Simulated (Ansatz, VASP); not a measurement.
## CdS: VASP beside Ansatz

```
Cd S
1.0
     3.78771    0.00000    0.00000
    -1.89385    3.28025    0.00000
     0.00000    0.00000    6.83277
Cd S
2 2
Direct
  0.33333 0.66667 0.75000
  0.66667 0.33333 0.25000
  0.00000 0.00000 0.00000
  0.00000 0.00000 0.50000
```

Alike in both runs: task relaxation of cell and atoms; functional PBE; k mesh 12 × 12 × 8; occupations gaussian, width 0.1 eV; no spin polarisation.

|  | VASP | Ansatz |
| --- | --- | --- |
| version | VASP 6.6.1 | Ansatz 0.2.0 |
| potentials or method | VASP PAW PBE potentials, release 64 (Cd, S), cutoff 600 eV | scalar-relativistic, plane waves, PAW |
| valence electrons in the cell | 36 | 52 |

Ansatz gave:

* gap on the k mesh at the Fermi level, each at its own relaxed structure (eV): none
* relaxed volume (Å³/atom): 21.22
* relaxed cell length with the largest relative difference (Å): 3.788

Q: Which values does VASP return?

A: gap on the k mesh at the Fermi level, each at its own relaxed structure (eV): none; relaxed volume (Å³/atom): 21.32; relaxed cell length with the largest relative difference (Å): 3.794.

A gap of «none» marks a metal or a gap that the smearing closes. VASP's potentials hold 36 valence electrons a cell and Ansatz's 52, so a difference there can come from the potentials and not from the codes.
